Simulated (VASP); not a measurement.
# Co (P6_3/mmc) in VASP: notebook, part 2 of 2

VASP 6.6.1. Earlier steps stand in the parts before.

### Step 5. Single point, RPBE, collinear spin, ferromagnetic start

This run uses another cell than the first one, of 10.26 Å³/atom.

INCAR reads:

```
SYSTEM = Co
  PREC = Accurate
  ENCUT = 690
  EDIFF = 1E-6
  ISMEAR = -1
  SIGMA = 0.05
  LREAL = .FALSE.
  LASPH = .TRUE.
  NELM = 200
  ALGO = Normal
  ISIF = 2
  LWAVE = .FALSE.
  LCHARG = .FALSE.
  ISPIN = 2
  MAGMOM = 2 2 2 2
  LORBIT = 11
  LMAXMIX = 4
  GGA = RP
  NBANDS = 46
  GGA_COMPAT = .FALSE.
```

KPOINTS reads:

```
Automatic mesh
0
G
  12 12 4
  0 0 0
```

POSCAR reads:

```
Co
1.0
    2.4371717178      0.0000000000      0.0000000000
   -1.2185858589      2.1106526210      0.0000000000
    0.0000000000      0.0000000000      7.9789199430
Co
4
Direct
    0.6666666667      0.3333333333      0.7500000000
    0.0000000000      0.0000000000      0.5000000000
    0.3333333333      0.6666666667      0.2500000000
    0.0000000000      0.0000000000      0.0000000000
```

Potentials or basis: VASP PAW PBE potentials, release 64 (Co_sv).

Run with:

```console
cat potpaw_PBE.64/Co_sv/POTCAR > POTCAR
mpirun -np 1 vasp_std > vasp.out
```

OUTCAR:

```text
SYSTEM = Co
   PREC = Accurate
   ENCUT = 690
   EDIFF = 1E-6
   ISMEAR = -1
   LREAL = .FALSE.
   LASPH = .TRUE.
   NELM = 200
   ISIF = 2
   ISPIN = 2
   LORBIT = 11
   GGA = RP

 ion  position               nearest neighbor table
   1  0.667  0.333  0.750-   2 2.44   4 2.44   2 2.44   4 2.44   2 2.44   4 2.44
   2  0.000  0.000  0.500-   1 2.44   3 2.44   1 2.44   3 2.44   1 2.44   3 2.44
   3  0.333  0.667  0.250-   2 2.44   4 2.44   2 2.44   4 2.44   2 2.44   4 2.44
   4  0.000  0.000  0.000-   1 2.44   3 2.44   1 2.44   3 2.44   1 2.44   3 2.44

  LATTYP: Found a hexagonal cell.
 ALAT       =     2.4371717178
 C/A-ratio  =     3.2738439744

  Lattice vectors:

 A1 = (   2.4371717178,   0.0000000000,   0.0000000000)
 A2 = (  -1.2185858589,   2.1106526210,   0.0000000000)
 A3 = (   0.0000000000,   0.0000000000,   7.9789199430)

Analysis of symmetry for initial positions (statically):
=====================================================================
 Subroutine PRICEL returns:
 Original cell was already a primitive cell.

 Routine SETGRP: Setting up the symmetry group for a
 hexagonal supercell.

 Subroutine GETGRP returns: Found 24 space group operations
 (whereof 12 operations were pure point group operations)
 out of a pool of 24 trial point group operations.

The static configuration has the point symmetry D_3d.
 The point group associated with its full space group is D_6h.

Analysis of symmetry for dynamics (positions and initial velocities):
=====================================================================
 Subroutine PRICEL returns:
 Original cell was already a primitive cell.

 Routine SETGRP: Setting up the symmetry group for a
 hexagonal supercell.

 Subroutine GETGRP returns: Found 24 space group operations
 (whereof 12 operations were pure point group operations)
 out of a pool of 24 trial point group operations.

The dynamic configuration has the point symmetry D_3d.
 The point group associated with its full space group is D_6h.

Analysis of structural, dynamic, and magnetic symmetry:
[... 166 lines left out ...]
 val. band max:       13.1220986452   @ k =   0.1667   0.0833   0.0000
 cond. band min:      13.1402532897   @ k =   0.2500   0.0833   0.2500
 fundamental gap:      0.0181546445
 Fermi energy:        13.1401664496

 spin component 1

 k-point     1 :       0.0000    0.0000    0.0000
  band No.  band energies     occupation
      1     -83.2469      1.00000
      2     -83.2279      1.00000
      3     -83.1864      1.00000
      4     -83.1672      1.00000
      5     -46.5997      1.00000
      6     -46.4470      1.00000
[... 1165 lines left out ...]
     45      28.2698      0.00000
     46      29.1237      0.00000

 [... further k-points ...]

 spin component 2

 k-point     1 :       0.0000    0.0000    0.0000
  band No.  band energies     occupation
      1     -81.1585      1.00000
      2     -81.1268      1.00000
      3     -81.1167      1.00000
      4     -81.0848      1.00000
      5     -44.5672      1.00000
      6     -44.3733      1.00000
[... 1165 lines left out ...]
     45      28.6327      0.00000
     46      29.5241      0.00000

 [... further k-points ...]

------------------------ aborting loop because EDIFF is reached ----------------------------------------

  FORCE on cell =-STRESS in cart. coord.  units (eV):
  Direction    XX          YY          ZZ          XY          YZ          ZX
  --------------------------------------------------------------------------------------
  -------------------------------------------------------------------------------------
  Total        5.4215450      5.4215450      4.3291702     -0.0000000     -0.0000000      0.0000000
  in kB      211.6345901    211.6345901    168.9928160     -0.0000000     -0.0000000      0.0000000
  external PRESSURE =     197.4206654 kB  Pullay stress =       0.0000000 kB

 VOLUME and BASIS-vectors are now :
 -----------------------------------------------------------------------------
  energy-cutoff  :      690.00
  volume of cell :       41.04
      direct lattice vectors                 reciprocal lattice vectors
     2.437171718  0.000000000  0.000000000     0.410311671  0.236893554  0.000000000
    -1.218585859  2.110652621  0.000000000     0.000000000  0.473787107  0.000000000
     0.000000000  0.000000000  7.978919943     0.000000000  0.000000000  0.125330246

 POSITION                                       TOTAL-FORCE (eV/Angst)
 -----------------------------------------------------------------------------------
      1.21859      0.70355      5.98419         0.000000      0.000000     -0.000000
      0.00000      0.00000      3.98946        -0.000000      0.000000      0.000000
     -0.00000      1.40710      1.99473        -0.000000     -0.000000      0.000000
      0.00000      0.00000      0.00000        -0.000000      0.000000      0.000000
 -----------------------------------------------------------------------------------
    total drift:                               -0.000000      0.000000      0.000000

  FREE ENERGIE OF THE ION-ELECTRON SYSTEM (eV)
  ---------------------------------------------------
  free  energy   TOTEN  =       -26.1990955518 eV

  energy  without entropy=      -26.1656377790  energy(sigma->0) =      -26.18236667

 total charge

# of ion       s       p       d       tot
------------------------------------------
    1        2.257   6.140   6.698  15.095
    2        2.257   6.138   6.706  15.101
    3        2.257   6.140   6.698  15.095
    4        2.257   6.138   6.706  15.101
--------------------------------------------------
tot          9.028  24.556  26.808  60.392

 magnetization (x)

# of ion       s       p       d       tot
------------------------------------------
    1       -0.004  -0.015   1.720   1.702
    2       -0.004  -0.014   1.695   1.677
    3       -0.004  -0.015   1.720   1.702
    4       -0.004  -0.014   1.695   1.677
--------------------------------------------------
tot         -0.016  -0.056   6.831   6.758
```

OSZICAR:

```text
N       E                     dE             d eps       ncg     rms          rms(c)
DAV:   1     0.175864239170E+04    0.17586E+04   -0.40018E+04 13364   0.545E+03
DAV:   2     0.311459216478E+03   -0.14472E+04   -0.13924E+04 13932   0.133E+03
DAV:   3    -0.661309715735E+01   -0.31807E+03   -0.30704E+03 15744   0.648E+02
DAV:   4    -0.289097324079E+02   -0.22297E+02   -0.22224E+02 16250   0.157E+02
DAV:   5    -0.302825162681E+02   -0.13728E+01   -0.13726E+01 16482   0.545E+01    0.246E+01
DAV:   6    -0.269764331834E+02    0.33061E+01   -0.31688E+01 14344   0.112E+02    0.209E+01
DAV:   7    -0.263236170807E+02    0.65282E+00   -0.52567E+00 13784   0.510E+01    0.109E+01
DAV:   8    -0.284371195853E+02   -0.21135E+01   -0.98142E+00 14464   0.636E+01    0.275E+01
DAV:   9    -0.261899561968E+02    0.22472E+01   -0.36431E+00 15536   0.383E+01    0.328E+00
DAV:  10    -0.261962787143E+02   -0.63225E-02   -0.25684E-01 17152   0.999E+00    0.185E+00
DAV:  11    -0.261981196990E+02   -0.18410E-02   -0.52214E-02 15840   0.387E+00    0.934E-01
DAV:  12    -0.261984757381E+02   -0.35604E-03   -0.72046E-03 18904   0.130E+00    0.398E-01
DAV:  13    -0.261988027789E+02   -0.32704E-03   -0.83661E-04 15180   0.451E-01    0.176E-01
DAV:  14    -0.261990398227E+02   -0.23704E-03   -0.94102E-05 16240   0.173E-01    0.740E-02
DAV:  15    -0.261990912315E+02   -0.51409E-04   -0.10257E-04 16570   0.174E-01    0.296E-02
DAV:  16    -0.261990960816E+02   -0.48501E-05   -0.19350E-05 12314   0.621E-02    0.122E-02
DAV:  17    -0.261990955518E+02    0.52988E-06   -0.14181E-06  7274   0.192E-02
   1 F= -.26199096E+02 E0= -.26182367E+02  d E =-.334578E-01  mag=     6.4912
```

stdout:

```text
POSCAR found type information on POSCAR Co
 POSCAR found :  1 types and       4 ions
 scaLAPACK will be used
 -----------------------------------------------------------------------------
|                                                                             |
|                                                                             |
|     You enforced a specific xc type in the INCAR file but a different       |
|     I HOPE YOU KNOW WHAT YOU ARE DOING!                                     |
|                                                                             |
 -----------------------------------------------------------------------------

 LDA part: xc-table for (Slater+PW92), standard interpolation
 POSCAR, INCAR and KPOINTS ok, starting setup
 FFT: planning ... GRIDC
 FFT: planning ... GRID_SOFT
 FFT: planning ... GRID
 WAVECAR not read
 entering main loop
```

Wall time 6.4 min (1 thread of Intel Xeon Platinum 8259CL at 2.50GHz (Skylake/Cascade Lake), shared host); peak memory 0.35 GiB.

What came out:

- Free energy: -26.1991 eV
- Pressure: 19.7 GPa
- Net moment: 6.49 μB per cell
- Site moments: Co +1.70, +1.68 (each value once) μB
- Valence electrons inside the program's atomic spheres: Co 15.10

Levels at points of the mesh, in eV from the Fermi level:
Spin up:
```tsv
k point	band 35	band 36	band 37	band 38	band 39	band 40	band 41	band 42
(0.00, 0.00, 0.00)	-1.54	-1.20	-1.20	-0.78	-0.78	-0.42	6.57	15.18
(0.50, 0.00, 0.00)	-0.50	-0.48	0.19	1.34	2.60	3.25	7.37	7.39
(0.00, 0.00, 0.50)	-1.70	-1.70	-0.96	-0.96	-0.96	-0.96	9.59	9.59
(0.50, 0.00, 0.50)	-0.52	-0.52	1.29	1.29	2.91	2.91	7.70	7.70
```
Spin down:
```
           k point  band 27  band 28  band 29  band 30  band 31  band 32  band 33  band 34
(0.00, 0.00, 0.00)    -1.22    -0.91    -0.91    -0.87    -0.87    -0.51     0.07     0.07
(0.50, 0.00, 0.00)    -0.89    -0.11    -0.06     0.41     1.29     1.31     1.33     1.35
(0.00, 0.00, 0.50)    -1.13    -1.13    -1.02    -1.02    -1.02    -1.02     0.27     0.27
(0.50, 0.00, 0.50)    -0.91    -0.91    -0.29    -0.29     0.89     0.89     1.31     1.31
```

Caveat: the cell stands under pressure; the PAW data sets were made with another functional, which shifts forces and pressure a little.

### Step 6. Summary

| level | potentials or basis | cell | cutoff (eV) | gap on the mesh (eV) | pressure (GPa) | moment (μB) |
| --- | --- | --- | --- | --- | --- | --- |
| b88 exchange, pbe correlation | VASP PAW PBE potentials, release 64 (Co) | a = 2.487, b = 2.487, c = 8.142 Å, angles 90.0, 90.0, 120.0°, 4 atoms | 600 | none | -1.0 | 6.62 |
| b88 exchange, pbe correlation | VASP PAW PBE potentials, release 64 (Co) | a = 2.503, b = 2.503, c = 8.195 Å, angles 90.0, 90.0, 120.0°, 4 atoms | 600 | none | -4.8 | 6.68 |
| b88 exchange, pbe correlation | VASP PAW PBE potentials, release 64 (Co) | a = 2.519, b = 2.519, c = 8.247 Å, angles 90.0, 90.0, 120.0°, 4 atoms | 600 | none | -8.2 | 6.74 |
| RPBE | VASP PAW PBE potentials, release 64 (Co_sv) | a = 2.437, b = 2.437, c = 7.979 Å, angles 90.0, 90.0, 120.0°, 4 atoms | 690 | none | 19.7 | 6.49 |

Alike in all rows: task single point; spin collinear, ferromagnetic start; k mesh 12 × 12 × 4; smearing fermi-dirac 0.05 eV.

Caveats: the PAW data sets were made with another functional, which shifts forces and pressure a little; the cell stands under tension (at least some runs); the cell stands under pressure (at least some runs).

Absolute energies hang on the potentials; compare differences alone.
